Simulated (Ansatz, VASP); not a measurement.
Hf: VASP beside Ansatz

The input INCAR:

```
SYSTEM = Hf
  ALGO = Normal
  EDIFF = 1E-6
  ENCUT = 520
  ISIF = 2
  ISMEAR = -1
  LASPH = .TRUE.
  LCHARG = .FALSE.
  LREAL = .FALSE.
  LWAVE = .FALSE.
  NBANDS = 28
  NELM = 60
  PREC = Accurate
  SIGMA = 0.1
```

KPOINTS

```
k-points
0
G
  15 15 1
  0 0 0
```

Contents of POSCAR:

```
Hf
1.0
    3.1173710845      0.0000000000      0.0000000000
   -1.5586855422      2.6997225522      0.0000000000
    0.0000000000      0.0000000000     23.4244000000
Hf
4
Direct
    0.8333333333      0.1666666667      0.3458000782
    0.1666666667      0.8333333333      0.4447828621
    0.8333333333      0.1666666667      0.5552171380
    0.1666666667      0.8333333333      0.6541999217
```

Input for Ansatz:

```yaml
crystal:
  lattice:
    - [3.1173710845, 0.0, 0.0]
    - [-1.5586855422, 2.6997225522, 0.0]
    - [0.0, 0.0, 23.4244]
  atoms:
    - { symbol: Hf, position: [0.8333333333, 0.1666666667, 0.3458000782] }
    - { symbol: Hf, position: [0.1666666667, 0.8333333333, 0.4447828621] }
    - { symbol: Hf, position: [0.8333333333, 0.1666666667, 0.555217138] }
    - { symbol: Hf, position: [0.1666666667, 0.8333333333, 0.6541999217] }
kpoints:
  mp_grid: { grid: [15, 15, 1] }
scf:
  occupations: { method: fermi_dirac, width: 0.1 }
hamiltonian:
  xc: lda
  pseudopotentials: { kind: paw }
output:
  forces: true
  stress: true
  eigenvalues: true
  core_levels:
    shells: { Hf: ["4f"] }
    counted_from: fermi_level
    add_spin: false
```

Alike in both runs: task single point; functional LDA; k mesh 15 × 15 × 1; occupations fermi-dirac, width 0.1 eV; no spin polarisation.

```csv
,VASP,Ansatz
version,VASP 6.6.1,Ansatz 0.2.0
potentials or method,"VASP PAW LDA potentials, release 64 (Hf_pv)","PAW with Ansatz's default frozen-core files, scalar-relativistic"
plane-wave cutoff (eV),520,420
valence electrons in the cell,40,104
```

```tsv
	VASP	Ansatz	Ansatz less VASP
rms of the force components (eV/Å)	0.008	0.001	-0.0070
```

LDA's correlation is that of Perdew and Zunger in VASP and of Perdew and Wang (1992) in Ansatz. Atom by atom the forces differ by 0.008 eV/Å (rms over components). VASP's potentials hold 40 valence electrons a cell and Ansatz's 104, so a difference there can come from the potentials and not from the codes.

Neither program's run includes spin-orbit coupling.
